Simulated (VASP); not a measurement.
# TiSi16 (a cell with a defect) in VASP: single point with PBE

Aim: the single point of TiSi16 (a cell with a defect) with PBE.

All numbers are computed with VASP 6.6.1; they aren't measurements. Logs are shortened: lines on timing, memory, paths and dates and some standing lists are left out, and cuts for length are marked.

## 1. The cell of the first run

The cell holds a defect, 17 atoms: a = 7.679 Å, b = 7.679 Å, c = 7.679 Å, α = 60.00°, β = 60.00°, γ = 60.00°.

## 2. Single point, PBE

Input file INCAR:

```
  PREC = Accurate
  ENCUT = 520
  EDIFF = 1E-6
  ISMEAR = 0
  SIGMA = 0.02
  LREAL = Auto
  LASPH = True
  NELM = 80
  ALGO = Normal
  ISIF = 2
  LWAVE = False
  LCHARG = False
  GGA = PE
  NBANDS = 52
```

Input file KPOINTS:

```
regular mesh
0
Gamma
  2 2 2
```

Input file POSCAR:

```
TiSi16
1.0
    0.0000000000      5.4300000000      5.4300000000
    5.4300000000      0.0000000000      5.4300000000
    5.4300000000      5.4300000000      0.0000000000
Si Ti
16 1
Direct
   -0.0012866483      0.0002612339     -0.0059770718
    0.1342117864      0.1355690608      0.0950009208
    0.0101389503      0.0109431860      0.4682085635
    0.1129560773      0.1131995396      0.6237470534
   -0.0010688766      0.5075219153     -0.0063674033
    0.1179016575      0.6264756906      0.1295033149
   -0.0243514733      0.5123976980      0.4996229282
    0.1130723757      0.6503340700      0.6235290976
    0.5059820442     -0.0003599448     -0.0048032228
    0.6249422652      0.1185139042      0.1311936464
    0.5121285451     -0.0253362799      0.5013970534
    0.6496828729      0.1125613260      0.6252530387
    0.4896005525      0.4903780847      0.0298149171
    0.6251214549      0.6257853591      0.1308196133
    0.5124372928      0.5119919890      0.5008343462
    0.6151433702      0.6139956722      0.6565872007
    0.3126767956      0.3123145488      0.5623837937
```

Potentials or basis: VASP PAW PBE potentials, release 64 (Si, Ti_sv).

Launch:

```bash
> cat potpaw_PBE.64/Si/POTCAR potpaw_PBE.64/Ti_sv/POTCAR > POTCAR
> mpirun -np 1 vasp_std > vasp.out
```

OUTCAR:

```text
PREC = Accurate
   ENCUT = 520
   EDIFF = 1E-6
   ISMEAR = 0
   LREAL = Auto
   LASPH = True
   NELM = 80
   ISIF = 2
   GGA = PE

 ion  position               nearest neighbor table
   1  0.999  0.000  0.994-   4 2.33   2 2.34   6 2.34  10 2.35
   2  0.134  0.136  0.095-   1 2.34   9 2.34   5 2.34   3 2.34
   3  0.010  0.011  0.468-   8 2.27   4 2.27  12 2.27   2 2.34
   4  0.113  0.113  0.624-   3 2.27   1 2.33  17 2.41   7 2.50  11 2.50
   5  0.999  0.508  0.994-   8 2.32   2 2.34   6 2.34  14 2.35
   6  0.118  0.626  0.130-   7 2.32  13 2.34   1 2.34   5 2.34
   7  0.976  0.512  0.500-  16 2.27   6 2.32  17 2.41   4 2.50   8 2.50
   8  0.113  0.650  0.624-   3 2.27   5 2.32  17 2.41   7 2.50  15 2.50
   9  0.506  1.000  0.995-  12 2.32   2 2.34  10 2.35  14 2.35
  10  0.625  0.119  0.131-  11 2.33  13 2.34   1 2.35   9 2.35
  11  0.512  0.975  0.501-  16 2.27  10 2.33  17 2.41   4 2.50  12 2.50
  12  0.650  0.113  0.625-   3 2.27   9 2.32  17 2.41  11 2.50  15 2.51
  13  0.490  0.490  0.030-   6 2.34  10 2.34  14 2.34  16 2.34
  14  0.625  0.626  0.131-  15 2.32  13 2.34   9 2.35   5 2.35
  15  0.512  0.512  0.501-  16 2.27  14 2.32  17 2.41   8 2.50  12 2.51
  16  0.615  0.614  0.657-  15 2.27  11 2.27   7 2.27  13 2.34
  17  0.313  0.312  0.562-  11 2.41   4 2.41   7 2.41  12 2.41   8 2.41  15 2.41

  LATTYP: Found a face centered cubic cell.
 ALAT       =    10.8600000000

  Lattice vectors:

 A1 = (   0.0000000000,   5.4300000000,   5.4300000000)
 A2 = (   5.4300000000,   0.0000000000,   5.4300000000)
 A3 = (   5.4300000000,   5.4300000000,   0.0000000000)

Analysis of symmetry for initial positions (statically):
=====================================================================
 Subroutine PRICEL returns:
 Original cell was already a primitive cell.

 Routine SETGRP: Setting up the symmetry group for a
 face centered cubic supercell.

 Subroutine GETGRP returns: Found  1 space group operations
 (whereof  1 operations were pure point group operations)
 out of a pool of 48 trial point group operations.

The static configuration has the point symmetry C_1 .

Analysis of symmetry for dynamics (positions and initial velocities):
=====================================================================
 Subroutine PRICEL returns:
 Original cell was already a primitive cell.

 Routine SETGRP: Setting up the symmetry group for a
 face centered cubic supercell.

 Subroutine GETGRP returns: Found  1 space group operations
 (whereof  1 operations were pure point group operations)
 out of a pool of 48 trial point group operations.

The dynamic configuration has the point symmetry C_1 .

 Subroutine INISYM returns: Found  1 space group operations
 (whereof  1 operations are pure point group operations),
 and found     1 'primitive' translations

----------------------------------------------------------------------------------------

                                     Primitive cell

  volume of cell :     320.2060

  direct lattice vectors                    reciprocal lattice vectors
     0.000000000  5.430000000  5.430000000    -0.092081031  0.092081031  0.092081031
     5.430000000  0.000000000  5.430000000     0.092081031 -0.092081031  0.092081031
     5.430000000  5.430000000  0.000000000     0.092081031  0.092081031 -0.092081031

  length of vectors
     7.679179644  7.679179644  7.679179644     0.159489025  0.159489025  0.159489025

  position of ions in fractional coordinates (direct lattice)
     0.998713352  0.000261234  0.994022928
     0.134211786  0.135569061  0.095000921
     0.010138950  0.010943186  0.468208563
     0.112956077  0.113199540  0.623747053
     0.998931123  0.507521915  0.993632597
     0.117901657  0.626475691  0.129503315
[... 9 lines left out ...]
     0.615143370  0.613995672  0.656587201
     0.312676796  0.312314549  0.562383794

  ion indices of the primitive-cell ions
   primitive index   ion index
                 1           1
                 2           2
                 3           3
                 4           4
                 5           5
                 6           6
[... 9 lines left out ...]
                16          16
                17          17

----------------------------------------------------------------------------------------

 KPOINTS: regular mesh

Automatic generation of k-mesh.
 Grid dimensions read from file:
 generate k-points for:    2    2    2

 Generating k-lattice:

  Cartesian coordinates                     Fractional coordinates (reciprocal lattice)
    -0.046040516  0.046040516  0.046040516     0.500000000  0.000000000  0.000000000
     0.046040516 -0.046040516  0.046040516     0.000000000  0.500000000  0.000000000
     0.046040516  0.046040516 -0.046040516     0.000000000  0.000000000  0.500000000

  Length of vectors
     0.079744512  0.079744512  0.079744512

  Shift w.r.t. Gamma in fractional coordinates (k-lattice)
     0.000000000  0.000000000  0.000000000

 Subroutine IBZKPT returns following result:
 ===========================================

 Found      8 irreducible k-points:

 Following reciprocal coordinates:
            Coordinates               Weight
  0.000000  0.000000  0.000000      1.000000
  0.500000  0.000000  0.000000      1.000000
  0.000000  0.500000  0.000000      1.000000
  0.000000  0.000000  0.500000      1.000000
  0.500000  0.500000  0.500000      1.000000
  0.500000  0.500000  0.000000      1.000000
  0.000000  0.500000  0.500000      1.000000
  0.500000  0.000000  0.500000      1.000000
   k-points           NKPTS =      8   k-points in BZ     NKDIM =      8   number of bands    NBANDS=     52
   number of dos      NEDOS =    301   number of ions     NIONS =     17
   total plane-waves  NPLWV = 216000
   dimension x,y,z NGX =    60 NGY =   60 NGZ =   60
   dimension x,y,z NGXF=   120 NGYF=  120 NGZF=  120
   ions per type =              16   1
   NGX,Y,Z   is equivalent  to a cutoff of  12.99, 12.99, 12.99 a.u.
   NGXF,Y,Z  is equivalent  to a cutoff of  25.98, 25.98, 25.98 a.u.
 SYSTEM =  unknown system
   PREC   = accura    normal or accurate (medium, high low for compatibility)
   ISTART =      0    job   : 0-new  1-cont  2-samecut
   ICHARG =      2    charge: 1-file 2-atom 10-const
   ISPIN  =      1    spin polarized calculation?
   LNONCOLLINEAR =      F non collinear calculations
   LSORBIT =      F    spin-orbit coupling
   LASPH  =      T    aspherical Exc in radial PAW
   ENCUT  =  520.0 eV  38.22 Ry    6.18 a.u.  14.28 14.28 14.28*2*pi/ulx,y,z
   NELM   =     80;   NELMIN=  2; NELMDL= -5     # of ELM steps
   EDIFF  = 0.1E-05   stopping-criterion for ELM
   LREAL  =      T    real-space projection
   EDIFFG = 0.1E-04   stopping-criterion for IOM
   NSW    =      0    number of steps for IOM
   IBRION =     -1    ionic relax: 0-MD 1-quasi-New 2-CG
   NFREE  =      0    steps in history (QN), initial steepest desc. (CG)
   ISIF   =      2    stress and relaxation
   ISYM   =      2    0-nonsym 1-usesym 2-fastsym
   POTIM  = 0.5000    time-step for ionic-motion
   TEBEG  =    0.0;   TEEND  =   0.0 temperature during run
   PSTRESS=    0.0 pullay stress
   NELECT =      76.0000    total number of electrons
   NUPDOWN=      -1.0000    fix difference up-down
   EMIN   =  10.00;   EMAX   =-10.00  energy-range for DOS
   EFERMI =   0.00;   METHOD = LEGACY
   ISMEAR =     0;   SIGMA  =   0.02  broadening in eV -4-tet -1-fermi 0-gaus
   EFERMI_NEDOS =   21; number of points for ismear=-14 and -15
   IALGO  =     38    algorithm
   IMIX   =      4    mixing-type and parameters
     AMIX     =   0.40;   BMIX     =  1.00
     AMIX_MAG =   1.60;   BMIX_MAG =  1.00
  volume/ion in A,a.u.               =      18.84       127.11
  Fermi-wavevector in a.u.,A,eV,Ry     =   1.013607  1.915439 13.978610  1.027399
  Thomas-Fermi vector in A             =   2.146786
   LORBIT       =      0    0 simple, 1 ext, 2 COOP (PROOUT), +10 PAW based schemes
   GGA     = PE    functional components
   LHFCALC =     F    Hartree Fock is set to
   AEXX    =    0.0000 exact exchange contribution
   IVDW    =     0    specifies the selected vdW correction
   LEPSILON=     F    determine dielectric tensor
   LRPA    =     F    only Hartree local field effects (RPA)
 non-spin polarized calculation
 Gauss-broadening in eV      SIGMA  =   0.02
  energy-cutoff  :      520.00
  volume of cell :      320.21
 maximum number of plane-waves:      8646
 NGX is ok and might be reduce to    60
   NGX = 29   NGY = 29   NGZ = 29

 number of electron      76.0000002 magnetization

 Free energy of the ion-electron system (eV)
  ---------------------------------------------------
  ext. energy  EPLUGINS =         0.00000000
  ---------------------------------------------------
  free energy    TOTEN  =       -90.46670975 eV

  energy without entropy =      -90.46614836  energy(sigma->0) =      -90.46642906

 E-fermi :   6.9356     XC(G=0):  -9.7396

 val. band max:        6.9046432235   @ k =   0.5000   0.0000   0.5000
 cond. band min:       6.9663294671   @ k =   0.0000   0.5000   0.0000
 fundamental gap:      0.0616862436
 Fermi energy:         6.9355811794

 k-point     1 :       0.0000    0.0000    0.0000
  band No.  band energies     occupation
      1     -49.7578      2.00000
      2     -26.2138      2.00000
      3     -26.1147      2.00000
      4     -26.1130      2.00000
      5      -5.6624      2.00000
      6      -3.4725      2.00000
[... 42 lines left out ...]
     49       8.5702      0.00000
     50       8.8886      0.00000

 k-point     2 :       0.5000    0.0000    0.0000
  band No.  band energies     occupation
      1     -49.7578      2.00000
      2     -26.2138      2.00000
      3     -26.1147      2.00000
      4     -26.1130      2.00000
      5      -4.8683      2.00000
      6      -4.8290      2.00000
[... 310 lines left out ...]
 k-point     8 :       0.5000    0.0000    0.5000
  band No.  band energies     occupation
      1     -49.7578      2.00000
      2     -26.2138      2.00000
      3     -26.1147      2.00000
      4     -26.1130      2.00000
      5      -4.5919      2.00000
      6      -4.5484      2.00000
[... 42 lines left out ...]
     49      10.0334      0.00000
     50      10.4608      0.00000
 [bands above 50 left out]

------------------------ aborting loop because EDIFF is reached ----------------------------------------

  FORCE on cell =-STRESS in cart. coord.  units (eV):
  Direction    XX          YY          ZZ          XY          YZ          ZX
  --------------------------------------------------------------------------------------
  -------------------------------------------------------------------------------------
  Total       13.2374621     13.3083616     13.2426474     -1.1117104      1.1231055      1.1208949
  in kB       66.2347389     66.5894904     66.2606837     -5.5625353      5.6195515      5.6084905
  external PRESSURE =      66.3616376 kB  Pullay stress =       0.0000000 kB

 VOLUME and BASIS-vectors are now :
 -----------------------------------------------------------------------------
  energy-cutoff  :      520.00
  volume of cell :      320.21
      direct lattice vectors                 reciprocal lattice vectors
     0.000000000  5.430000000  5.430000000    -0.092081031  0.092081031  0.092081031
     5.430000000  0.000000000  5.430000000     0.092081031 -0.092081031  0.092081031
     5.430000000  5.430000000  0.000000000     0.092081031  0.092081031 -0.092081031

 POSITION                                       TOTAL-FORCE (eV/Angst)
 -----------------------------------------------------------------------------------
      5.39896     10.82056      5.42443        -0.022560     -0.019323      0.003076
      1.25200      1.24463      1.46491        -0.022744     -0.021566      0.031736
      2.60179      2.59743      0.11448        -0.020608     -0.025007      0.022612
      4.00162      4.00030      1.22802        -0.010657     -0.010592     -0.016411
      8.15127     10.81962      8.18004         0.001548     -0.009647      0.008841
      4.10497      1.34341      4.04197         0.013380      0.004075     -0.015935
[... 9 lines left out ...]
      6.89926      6.90550      6.67423         0.027650      0.027926     -0.016694
      4.74961      4.75158      3.39370         0.030629      0.006035      0.031563
 -----------------------------------------------------------------------------------
    total drift:                                0.010002     -0.003632      0.000833

  FREE ENERGIE OF THE ION-ELECTRON SYSTEM (eV)
  ---------------------------------------------------
  free  energy   TOTEN  =       -90.4667097513 eV

  energy  without entropy=      -90.4661483608  energy(sigma->0) =      -90.46642906
```

Wall time 3.7 min (1 thread of Intel Xeon Platinum 8488C (Sapphire Rapids), shared host); peak memory 0.5 GiB.

What came out:

```yaml
Free_energy: -90.4667 eV
Pressure: 6.6 GPa
Largest_force: 0.045 eV/Å
Band_gap_on_the_k_mesh: zero (bands 38 and 39 overlap by 0.25 eV)
```

Forces in eV/Å, atoms in the order of the input:
```
Si  -0.023 -0.019  0.003
Si  -0.023 -0.022  0.032
Si  -0.021 -0.025  0.023
Si  -0.011 -0.011 -0.016
Si   0.002 -0.010  0.009
Si   0.013  0.004 -0.016
Si   0.017 -0.006 -0.015
Si  -0.017 -0.009  0.012
Si  -0.015  0.001  0.011
Si   0.002  0.017 -0.018
Si  -0.012  0.012 -0.012
Si  -0.014 -0.007  0.017
Si   0.029  0.026 -0.020
Si   0.007  0.010  0.001
Si   0.007  0.004 -0.026
Si   0.028  0.028 -0.017
Ti   0.031  0.006  0.032
```

Stress tensor (GPa, compression positive):
```
 6.62 -0.56  0.56
-0.56  6.66  0.56
 0.56  0.56  6.63
```

Levels at points of the mesh, in eV from the Fermi level:
```tsv
k point	band 35	band 36	band 37	band 38	band 39	band 40	band 41	band 42
(0.00, 0.00, 0.00)	-1.26	-0.84	-0.26	-0.26	-0.21	-0.21	-0.15	0.06
(0.50, 0.00, 0.00)	-1.44	-1.13	-0.80	0.04	0.34	0.65	0.70	0.81
(0.00, 0.50, 0.00)	-1.43	-1.14	-0.80	0.03	0.34	0.65	0.71	0.81
(0.00, 0.00, 0.50)	-1.39	-1.39	-0.19	-0.19	0.39	0.59	0.83	0.83
(0.50, 0.50, 0.50)	-1.43	-1.13	-0.80	0.03	0.34	0.65	0.71	0.81
(0.50, 0.50, 0.00)	-1.85	-1.65	-0.21	-0.03	0.32	0.51	0.81	1.08
(0.00, 0.50, 0.50)	-1.85	-1.65	-0.21	-0.03	0.32	0.51	0.81	1.08
(0.50, 0.00, 0.50)	-1.85	-1.65	-0.22	-0.03	0.32	0.51	0.81	1.07
```

Caveat: the k points lie up to 0.50 Å⁻¹ apart.
